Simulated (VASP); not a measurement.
# Pd (Fm-3m) in VASP: a series of runs

Pd is run at these levels: r2SCAN+rVV10, BLYP+D3(BJ), BLYP+D4, r2SCAN+D4; tasks: single point.

Everything below comes from runs of VASP 6.6.1. Logs are shortened: lines on timing, memory, paths and dates and some standing lists are left out, and cuts for length are marked.

## 1. The cell of the first run

Symmetry: Fm-3m, No. 225, cubic system. Conventional cell: a = 3.889 Å, b = 3.889 Å, c = 3.889 Å, α = 90.00°, β = 90.00°, γ = 90.00°. Pd (site symmetry m-3m) has 12 Pd at 2.75 Å within 3.6 Å.

## 2. Single point, r2SCAN+rVV10

Input file POSCAR:

```
Pd
1.0
    0.0000000000      1.9443638911      1.9443638911
    1.9443638911      0.0000000000      1.9443638911
    1.9443638911      1.9443638911      0.0000000000
Pd
1
Direct
    0.0000000000      0.0000000000      0.0000000000
```

Input file INCAR.step1:

```
SYSTEM = Pd
PREC     = Accurate       ! precision mode
ENCUT    = 690            ! plane-wave cutoff, eV
ISMEAR   = -1             ! smearing method
SIGMA    = 0.05           ! smearing width, eV
LREAL    = .FALSE.        ! projectors in reciprocal space
LASPH    = .TRUE.         ! aspherical terms in the spheres
NELM     = 120            ! most SCF steps
NBANDS   = 15             ! bands
GGA      = PE             ! functional
ALGO     = Normal         ! electronic algorithm
EDIFF    = 1E-5           ! SCF threshold, eV
LWAVE    = .TRUE.         ! write WAVECAR
LCHARG   = .FALSE.        ! write CHGCAR
GGA_COMPAT= .FALSE.
```

Input file INCAR.step2:

```
SYSTEM = Pd
PREC     = Accurate       ! precision mode
ENCUT    = 690            ! plane-wave cutoff, eV
EDIFF    = 1E-6           ! SCF threshold, eV
ISMEAR   = -1             ! smearing method
SIGMA    = 0.05           ! smearing width, eV
LREAL    = .FALSE.        ! projectors in reciprocal space
LASPH    = .TRUE.         ! aspherical terms in the spheres
NELM     = 120            ! most SCF steps
ALGO     = Normal         ! electronic algorithm
ISIF     = 2              ! what is computed and relaxed
LWAVE    = .FALSE.        ! write WAVECAR
LCHARG   = .TRUE.         ! write CHGCAR
METAGGA  = R2SCAN         ! meta-GGA
LMIXTAU  = .TRUE.       
LUSE_VDW = .TRUE.       
IVDW_NL  = 2            
BPARAM   = 11.95        
CPARAM   = 0.0093       
LELF     = .TRUE.         ! ELF
LVHAR    = .TRUE.       
NBANDS   = 15             ! bands
ISTART   = 1            
GGA_COMPAT= .FALSE.
```

Input file KPOINTS:

```
Automatic mesh
0
G
  12 12 12
  0 0 0
```

Potentials or basis: VASP PAW PBE potentials, release 64 (Pd_sv_GW).

Run with:

```sh
> cat potpaw_PBE.64/Pd_sv_GW/POTCAR > POTCAR
> cp INCAR.step1 INCAR
> mpirun -np 1 vasp_std > vasp.out
> cp INCAR.step2 INCAR
> mpirun -np 1 vasp_std > vasp.out
```

OUTCAR:

```text
SYSTEM = Pd
   PREC = Accurate
   ENCUT = 690
   EDIFF = 1E-6
   ISMEAR = -1
   LREAL = .FALSE.
   LASPH = .TRUE.
   NELM = 120
   ISIF = 2
   METAGGA = R2SCAN
   IVDW_NL = 2
   BPARAM = 11.95
   ISTART = 1

 ion  position               nearest neighbor table
   1  0.000  0.000  0.000-

  LATTYP: Found a face centered cubic cell.
 ALAT       =     3.8887277822

  Lattice vectors:

 A1 = (   0.0000000000,   1.9443638911,   1.9443638911)
 A2 = (   1.9443638911,   0.0000000000,   1.9443638911)
 A3 = (   1.9443638911,   1.9443638911,   0.0000000000)

Analysis of symmetry for initial positions (statically):
=====================================================================
 Subroutine PRICEL returns:
 Original cell was already a primitive cell.

 Routine SETGRP: Setting up the symmetry group for a
 face centered cubic supercell.

 Subroutine GETGRP returns: Found 48 space group operations
 (whereof 48 operations were pure point group operations)
 out of a pool of 48 trial point group operations.

The static configuration has the point symmetry O_h .

Analysis of symmetry for dynamics (positions and initial velocities):
=====================================================================
 Subroutine PRICEL returns:
 Original cell was already a primitive cell.

 Routine SETGRP: Setting up the symmetry group for a
 face centered cubic supercell.

 Subroutine GETGRP returns: Found 48 space group operations
 (whereof 48 operations were pure point group operations)
 out of a pool of 48 trial point group operations.

The dynamic configuration has the point symmetry O_h .

 Subroutine INISYM returns: Found 48 space group operations
 (whereof 48 operations are pure point group operations),
 and found     1 'primitive' translations

----------------------------------------------------------------------------------------

                                     Primitive cell

  volume of cell :      14.7015

  direct lattice vectors                    reciprocal lattice vectors
     0.000000000  1.944363891  1.944363891    -0.257153510  0.257153510  0.257153510
     1.944363891  0.000000000  1.944363891     0.257153510 -0.257153510  0.257153510
     1.944363891  1.944363891  0.000000000     0.257153510  0.257153510 -0.257153510

  length of vectors
     2.749745785  2.749745785  2.749745785     0.445402945  0.445402945  0.445402945

  position of ions in fractional coordinates (direct lattice)
     0.000000000  0.000000000  0.000000000

  ion indices of the primitive-cell ions
   primitive index   ion index
                 1           1

----------------------------------------------------------------------------------------

 KPOINTS: Automatic mesh

Automatic generation of k-mesh.
 Grid dimensions read from file:
 generate k-points for:   12   12   12

 Generating k-lattice:

  Cartesian coordinates                     Fractional coordinates (reciprocal lattice)
    -0.021429459  0.021429459  0.021429459     0.083333333  0.000000000  0.000000000
     0.021429459 -0.021429459  0.021429459     0.000000000  0.083333333  0.000000000
     0.021429459  0.021429459 -0.021429459     0.000000000  0.000000000  0.083333333

  Length of vectors
     0.037116912  0.037116912  0.037116912

  Shift w.r.t. Gamma in fractional coordinates (k-lattice)
     0.000000000  0.000000000  0.000000000

 Subroutine IBZKPT returns following result:
 ===========================================

 Found     72 irreducible k-points:

 Following reciprocal coordinates:
            Coordinates               Weight
  0.000000  0.000000  0.000000      1.000000
  0.083333  0.000000  0.000000      8.000000
  0.166667  0.000000  0.000000      8.000000
  0.250000  0.000000  0.000000      8.000000
  0.333333  0.000000  0.000000      8.000000
  0.416667  0.000000  0.000000      8.000000
[... 16 lines left out ...]
  0.500000  0.166667  0.000000     24.000000
 -0.416667  0.166667  0.000000     24.000000
 [... further k-points ...]
   k-points           NKPTS =     72   k-points in BZ     NKDIM =     72   number of bands    NBANDS=     15
   number of dos      NEDOS =    301   number of ions     NIONS =      1
   total plane-waves  NPLWV =  13824
   dimension x,y,z NGX =    24 NGY =   24 NGZ =   24
   dimension x,y,z NGXF=    48 NGYF=   48 NGZF=   48
   ions per type =               1
   NGX,Y,Z   is equivalent  to a cutoff of  14.51, 14.51, 14.51 a.u.
   NGXF,Y,Z  is equivalent  to a cutoff of  29.02, 29.02, 29.02 a.u.
 SYSTEM =  Pd
   PREC   = accura    normal or accurate (medium, high low for compatibility)
   ISTART =      1    job   : 0-new  1-cont  2-samecut
   ICHARG =      0    charge: 1-file 2-atom 10-const
   ISPIN  =      1    spin polarized calculation?
   LNONCOLLINEAR =      F non collinear calculations
   LSORBIT =      F    spin-orbit coupling
   LASPH  =      T    aspherical Exc in radial PAW
   ENCUT  =  690.0 eV  50.71 Ry    7.12 a.u.   5.89  5.89  5.89*2*pi/ulx,y,z
   NELM   =    120;   NELMIN=  2; NELMDL=  0     # of ELM steps
   EDIFF  = 0.1E-05   stopping-criterion for ELM
   LREAL  =      F    real-space projection
   EDIFFG = 0.1E-04   stopping-criterion for IOM
   NSW    =      0    number of steps for IOM
   IBRION =     -1    ionic relax: 0-MD 1-quasi-New 2-CG
   NFREE  =      0    steps in history (QN), initial steepest desc. (CG)
   ISIF   =      2    stress and relaxation
   ISYM   =      2    0-nonsym 1-usesym 2-fastsym
   POTIM  = 0.5000    time-step for ionic-motion
   TEBEG  =    0.0;   TEEND  =   0.0 temperature during run
   PSTRESS=    0.0 pullay stress
   NELECT =      18.0000    total number of electrons
   NUPDOWN=      -1.0000    fix difference up-down
   EMIN   =  10.00;   EMAX   =-10.00  energy-range for DOS
   EFERMI =   0.00;   METHOD = LEGACY
   ISMEAR =    -1;   SIGMA  =   0.05  broadening in eV -4-tet -1-fermi 0-gaus
   EFERMI_NEDOS =   21; number of points for ismear=-14 and -15
   IALGO  =     38    algorithm
   IMIX   =      4    mixing-type and parameters
     AMIX     =   0.40;   BMIX     =  1.00
     AMIX_MAG =   1.60;   BMIX_MAG =  1.00
  volume/ion in A,a.u.               =      14.70        99.21
  Fermi-wavevector in a.u.,A,eV,Ry     =   1.751371  3.309611 41.733149  3.067300
  Thomas-Fermi vector in A             =   2.821909
   LORBIT       =      0    0 simple, 1 ext, 2 COOP (PROOUT), +10 PAW based schemes
   METAGGA = R2SCAN    functional components
   LHFCALC =     F    Hartree Fock is set to
   AEXX    =    0.0000 exact exchange contribution
   IVDW_NL    =     2    kernel type
   BPARAM     =11.9500
   IVDW    =     0    specifies the selected vdW correction
   LEPSILON=     F    determine dielectric tensor
   LRPA    =     F    only Hartree local field effects (RPA)
 non-spin polarized calculation
  energy-cutoff  :      690.00
  volume of cell :       14.70
 maximum number of plane-waves:       620
   NGX = 11   NGY = 11   NGZ = 11

 number of electron      17.9999994 magnetization

 Free energy of the ion-electron system (eV)
  ---------------------------------------------------
  ext. energy  EPLUGINS =         0.00000000
  ---------------------------------------------------
  free energy    TOTEN  =       -21.06969241 eV

  energy without entropy =      -21.05130394  energy(sigma->0) =      -21.06049817

 E-fermi :   8.2666     XC(G=0): -14.4998

 val. band max:        8.2621148301   @ k =  -0.4167   0.3333   0.0833
 cond. band min:       8.2683736234   @ k =  -0.2500   0.4167   0.1667
 fundamental gap:      0.0062587933
 Fermi energy:         8.2666460160

 k-point     1 :       0.0000    0.0000    0.0000
  band No.  band energies     occupation
      1     -78.1852      2.00000
      2     -42.8408      2.00000
      3     -42.8408      2.00000
      4     -42.8408      2.00000
      5       1.1054      2.00000
      6       5.3597      2.00000
      7       5.3597      2.00000
      8       5.3597      2.00000
      9       6.9745      2.00000
     10       6.9745      2.00000
     11      26.0389      0.00000
     12      30.9875      0.00000
     13      30.9875      0.00000
     14      30.9875      0.00000
     15      36.9001      0.00000

 k-point     2 :       0.0833    0.0000    0.0000
  band No.  band energies     occupation
      1     -78.1812      2.00000
      2     -42.8707      2.00000
      3     -42.8451      2.00000
      4     -42.8451      2.00000
      5       1.3656      2.00000
      6       5.2717      2.00000
      7       5.4475      2.00000
      8       5.4475      2.00000
      9       6.9349      2.00000
     10       6.9349      2.00000
     11      26.3028      0.00000
     12      29.5435      0.00000
     13      31.2919      0.00000
     14      31.2919      0.00000
     15      37.5432      0.00000

 k-point     3 :       0.1667    0.0000    0.0000
  band No.  band energies     occupation
      1     -78.1703      2.00000
      2     -42.9520      2.00000
      3     -42.8566      2.00000
      4     -42.8566      2.00000
      5       2.0629      2.00000
      6       5.1283      2.00000
      7       5.6223      2.00000
      8       5.6223      2.00000
      9       6.9129      2.00000
     10       6.9129      2.00000
     11      26.2443      0.00000
     12      27.4722      0.00000
     13      32.0982      0.00000
     14      32.0982      0.00000
     15      35.7266      0.00000
[... 343 lines left out ...]
 k-point    23 :       0.5000    0.1667    0.0000
  band No.  band energies     occupation
      1     -78.1207      2.00000
      2     -43.2353      2.00000
      3     -42.9684      2.00000
      4     -42.9291      2.00000
      5       3.4255      2.00000
      6       4.8484      2.00000
      7       5.9126      2.00000
      8       6.1385      2.00000
      9       8.2951      0.72270
     10      11.6311      0.00000
     11      16.8713      0.00000
     12      25.4150      0.00000
     13      27.9673      0.00000
     14      28.4521      0.00000
     15      37.4073      0.00000

 k-point    24 :      -0.4167    0.1667    0.0000
  band No.  band energies     occupation
      1     -78.1197      2.00000
      2     -43.2392      2.00000
      3     -42.9828      2.00000
      4     -42.9202      2.00000
      5       3.4801      2.00000
      6       4.8550      2.00000
      7       5.8384      2.00000
      8       6.3495      2.00000
      9       8.0205      1.98554
     10      12.2123      0.00000
     11      16.3357      0.00000
     12      24.8444      0.00000
     13      27.9308      0.00000
     14      29.0449      0.00000
     15      37.0617      0.00000

 [... further k-points ...]

------------------------ aborting loop because EDIFF is reached ----------------------------------------

  FORCE on cell =-STRESS in cart. coord.  units (eV):
  Direction    XX          YY          ZZ          XY          YZ          ZX
  --------------------------------------------------------------------------------------
  -------------------------------------------------------------------------------------
  Total        0.0312350      0.0312350      0.0312350      0.0000000     -0.0000000      0.0000000
  in kB        3.4039958      3.4039958      3.4039958      0.0000000     -0.0000000      0.0000000
  external PRESSURE =       3.4039958 kB  Pullay stress =       0.0000000 kB

 VOLUME and BASIS-vectors are now :
 -----------------------------------------------------------------------------
  energy-cutoff  :      690.00
  volume of cell :       14.70
      direct lattice vectors                 reciprocal lattice vectors
     0.000000000  1.944363891  1.944363891    -0.257153510  0.257153510  0.257153510
     1.944363891  0.000000000  1.944363891     0.257153510 -0.257153510  0.257153510
     1.944363891  1.944363891  0.000000000     0.257153510  0.257153510 -0.257153510

 POSITION                                       TOTAL-FORCE (eV/Angst)
 -----------------------------------------------------------------------------------
      0.00000      0.00000      0.00000        -0.000000      0.000000      0.000000
 -----------------------------------------------------------------------------------
    total drift:                               -0.000000      0.000000      0.000000

  FREE ENERGIE OF THE ION-ELECTRON SYSTEM (eV)
  ---------------------------------------------------
  free  energy   TOTEN  =       -21.0696924071 eV

  energy  without entropy=      -21.0513039380  energy(sigma->0) =      -21.06049817
```

Run time: 99 s. Hardware: 1 thread of AMD EPYC 7R13 (Zen 3), shared host; peak memory 0.21 GiB.

What came out:

```yaml
Free_energy: -21.0697 eV
Pressure: 0.3 GPa
Band_gap_on_the_k_mesh: zero (bands 9 and 10 overlap by 1.69 eV)
```

Levels at points of the mesh, in eV from the Fermi level:
```tsv
k point	band 6	band 7	band 8	band 9	band 10	band 11	band 12	band 13
(0.00, 0.00, 0.00)	-2.91	-2.91	-2.91	-1.29	-1.29	17.77	22.72	22.72
(0.50, 0.00, 0.00)	-2.98	-2.98	-0.02	-0.02	1.33	7.78	17.22	21.95
(0.50, 0.50, 0.00)	-5.26	-0.08	0.33	0.33	3.70	11.39	13.92	13.92
```

Caveat: the PAW data sets were made with another functional, which shifts forces and pressure a little.

(Part 1 of 3 ends here.)
